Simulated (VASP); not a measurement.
## LiH: single point with RPBE

Crystal: LiH.

```xyz
2
Lattice="0.0000 2.0368 2.0368 2.0368 0.0000 2.0368 2.0368 2.0368 0.0000" Properties=species:S:1:pos:R:3 pbc="T T T"
Li    0.0000    0.0000    0.0000
H     2.0368    2.0368    2.0368
```

- Program: VASP 6.6.1
- Task: single point
- Functional: RPBE
- Potentials or basis: VASP PAW PBE potentials, release 64 (Li_sv, H)
- Cutoff: 520 eV
- k mesh: 6 × 6 × 6
- Occupations: fermi-dirac, width 0.05 eV
- Spin: no spin polarisation
- Dipole correction: no
- Further INCAR settings: ALGO = Normal; EDIFF = 1e-07; NBANDS = 9

```json
{"Band gap on the k mesh": "3.17 eV, direct"}
```

Levels at points of the mesh, in eV from the valence-band top:
| k point | band 1 | band 2 | band 3 | band 4 | band 5 | band 6 |
| --- | --- | --- | --- | --- | --- | --- |
| (0.00, 0.00, 0.00) | -44.52 | -5.19 | 15.53 | 17.73 | 17.73 | 17.73 |
| (0.50, 0.00, 0.00) | -44.48 | -2.44 | 4.95 | 13.36 | 16.41 | 16.41 |
| (0.50, 0.50, 0.00) | -44.47 | 0.00 | 3.17 | 10.79 | 10.79 | 13.81 |

Wall time 1.8 s on 1 thread of Intel(R) Xeon(R) 6975P-C (Granite Rapids), on a shared host, peak memory 0.12 GiB.

Caveat: the k points lie up to 0.45 Å⁻¹ apart. As with any semilocal functional, this RPBE gap is likely too small.
